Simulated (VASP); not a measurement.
Write the native input for VASP 6.6.1 that does the following.

- Task: single point
- Functional: r2SCAN
- Potentials or basis: VASP PAW PBE potentials, release 64 (Al)
- Cutoff: 520 eV
- k mesh: 18 × 18 × 18
- Occupations: gaussian, width 0.1 eV
- Spin: no spin polarisation
- Dipole correction: no
- Further INCAR settings: ALGO = Normal; EDIFF = 1e-07; NBANDS = 8

Crystal: Al.

```
CELL_PARAMETERS angstrom
0.00000 1.97584 1.97584
1.97584 0.00000 1.97584
1.97584 1.97584 0.00000
ATOMIC_POSITIONS crystal
Al 0.00000 0.00000 0.00000
```

This cell differs from its parent crystal: volume scaled by 0.97.

One way to write it, as run:

POSCAR

```
Al
1.0
    0.0000000000      1.9758400501      1.9758400501
    1.9758400501      0.0000000000      1.9758400501
    1.9758400501      1.9758400501      0.0000000000
Al
1
Direct
    0.0000000000      0.0000000000      0.0000000000
```

INCAR.step1

```
ALGO = Normal
EDIFF = 1E-4
ENCUT = 520
GGA = PE
ISMEAR = 0
LASPH = T
LCHARG = F
LREAL = F
LWAVE = T
NBANDS = 8
NELM = 80
PREC = Accurate
SIGMA = 0.1
```

INCAR.step2

```
ALGO = Normal
EDIFF = 1E-7
ENCUT = 520
ISIF = 2
ISMEAR = 0
ISTART = 1
LASPH = T
LCHARG = F
LMIXTAU = T
LREAL = F
LWAVE = F
METAGGA = R2SCAN
NBANDS = 8
NELM = 80
PREC = Accurate
SIGMA = 0.1
```

KPOINTS

```
k-points
0
Gamma
  18 18 18
```

Potentials or basis: VASP PAW PBE potentials, release 64 (Al).

Command:

```sh
$ cat potpaw_PBE.64/Al/POTCAR > POTCAR
$ cp INCAR.step1 INCAR
$ mpirun -np 1 vasp_std > vasp.out
$ cp INCAR.step2 INCAR
$ mpirun -np 1 vasp_std > vasp.out
```

It gave:

| Quantity | Value |
| --- | --- |
| Pressure | 2.7 GPa |

Caveat: the PAW data sets were made with another functional, which shifts forces and pressure a little.

Run time: 48 s on 1 thread of Intel(R) Xeon(R) Platinum 8375C CPU @ 2.90GHz (Ice Lake), on a shared host, peak memory 0.15 GiB.
